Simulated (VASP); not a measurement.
A run of VASP 6.6.1 is set up as follows.

The input POSCAR:

```
ZrTi3C4
1.0
   -2.2242579000      2.2242579000      4.4291169000
    2.2242579000     -2.2242579000      4.4291169000
    2.2242579000      2.2242579000     -4.4291169000
Zr Ti C
1 3 4
Direct
    0.5000000000      0.5000000000      0.0000000000
    0.0000000000      0.0000000000      0.0000000000
    0.7500000000      0.2500000000      0.5000000000
    0.2500000000      0.7500000000      0.5000000000
    0.2439420000      0.2439420000      0.0000000000
    0.0000000000      0.5000000000      0.5000000000
    0.7560580000      0.7560580000      0.0000000000
    0.5000000000      0.0000000000      0.5000000000
```

File INCAR.step1:

```
ALGO     = Normal         # electronic algorithm
EDIFF    = 1E-4           # SCF threshold, eV
ENCUT    = 520            # plane-wave cutoff, eV
GGA      = PE             # functional
ISMEAR   = 0              # smearing method
LASPH    = True           # aspherical terms in the spheres
LCHARG   = False          # write CHGCAR
LREAL    = False          # projectors in reciprocal space
LWAVE    = True           # write WAVECAR
NBANDS   = 42             # bands
NELM     = 60             # most SCF steps
PREC     = Accurate       # precision mode
SIGMA    = 0.1            # smearing width, eV
```

File INCAR.step2:

```
ALGO     = Normal         # electronic algorithm
EDIFF    = 1E-6           # SCF threshold, eV
ENCUT    = 520            # plane-wave cutoff, eV
ISIF     = 2              # what is computed and relaxed
ISMEAR   = 0              # smearing method
ISTART   = 1            
LASPH    = True           # aspherical terms in the spheres
LCHARG   = True           # write CHGCAR
LELF     = True           # ELF
LMIXTAU  = True         
LREAL    = False          # projectors in reciprocal space
LVHAR    = True         
LWAVE    = False          # write WAVECAR
METAGGA  = R2SCAN         # meta-GGA
NBANDS   = 42             # bands
NELM     = 60             # most SCF steps
PREC     = Accurate       # precision mode
SIGMA    = 0.1            # smearing width, eV
```

Contents of KPOINTS:

```
k-points
0
Gamma
  12 12 12
```

Potentials or basis: VASP PAW PBE potentials, release 64 (Zr_sv, Ti_sv, C).

Launch:

```bash
$ cat potpaw_PBE.64/Zr_sv/POTCAR potpaw_PBE.64/Ti_sv/POTCAR potpaw_PBE.64/C/POTCAR > POTCAR
$ cp INCAR.step1 INCAR
$ mpirun -np 1 vasp_std > vasp.out
$ cp INCAR.step2 INCAR
$ mpirun -np 1 vasp_std > vasp.out
```

Q: Predict the largest force.

A: 0.008 eV/Å.

Q: What does it give for the band gap on the k mesh?

A: Zero (bands 32 and 33 overlap by 1.29 eV).

Forces on the atoms (eV/Å):
```
Zr   0.000  0.000  0.000
Ti   0.000  0.000  0.000
Ti   0.000  0.000  0.000
Ti   0.000  0.000  0.000
C    0.000  0.000 -0.008
C    0.000  0.000  0.000
C    0.000  0.000  0.008
C    0.000  0.000  0.000
```

Caveat: the PAW data sets were made with another functional, which shifts forces and pressure a little.
